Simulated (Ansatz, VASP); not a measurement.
One calculation of H7C2Cl, two programs

```
C H Cl
1.0
     7.78544    0.00000    0.00000
     0.00000    7.78544    0.00000
     0.00000    0.00000    7.78544
C H Cl
6 21 3
Direct
  0.61343 0.42400 0.15675
  0.79956 0.48155 0.17234
  0.78382 0.97497 0.70399
  0.73246 0.10721 0.56924
  0.36423 0.10787 0.00092
  0.22923 0.97513 0.95316
  0.58275 0.32017 0.24580
  0.52633 0.53050 0.18327
  0.58482 0.37816 0.02748
  0.82934 0.58334 0.08021
  0.82838 0.53164 0.30017
  0.88629 0.37409 0.14777
  0.67525 0.94424 0.78818
  0.82726 0.85558 0.64476
  0.88850 0.02330 0.78365
  0.83847 0.13279 0.48066
  0.62327 0.06260 0.49368
  0.69644 0.22921 0.62858
  0.41315 0.17321 0.88705
  0.31180 0.20621 0.08561
  0.47264 0.04921 0.06761
  0.17697 0.91174 0.06685
  0.12191 0.03397 0.88476
  0.28226 0.87661 0.86827
  0.15792 0.69809 0.33853
  0.79449 0.92129 0.00863
  0.35461 0.63264 0.77216
  0.23580 0.80989 0.43182
  0.79844 0.94829 0.17207
  0.47582 0.53433 0.71562
```

Alike in both runs: functional r2SCAN; k mesh 1 × 1 × 1; occupations fermi-dirac, width 0.05 eV; no spin polarisation.

Ansatz relaxed the structure, and its values are those at the end. VASP's run is a single point on that final structure, the one shown.

|  | VASP | Ansatz |
| --- | --- | --- |
| version | VASP 6.6.1 | Ansatz 0.2.0 |
| potentials or method | VASP PAW PBE potentials, release 64 (C, H, Cl), cutoff 520 eV | scalar-relativistic, plane waves, PAW |
| valence electrons in the cell | 66 | 66 |

Ansatz gave:

* rms of the force components (eV/Å): 0.079

Question: Estimate VASP's values.

Answer: rms of the force components (eV/Å): 0.092.

VASP's potentials were made for PBE, not for r2SCAN. The functional is the same, so the differences come from potentials, cutoffs and numerics.
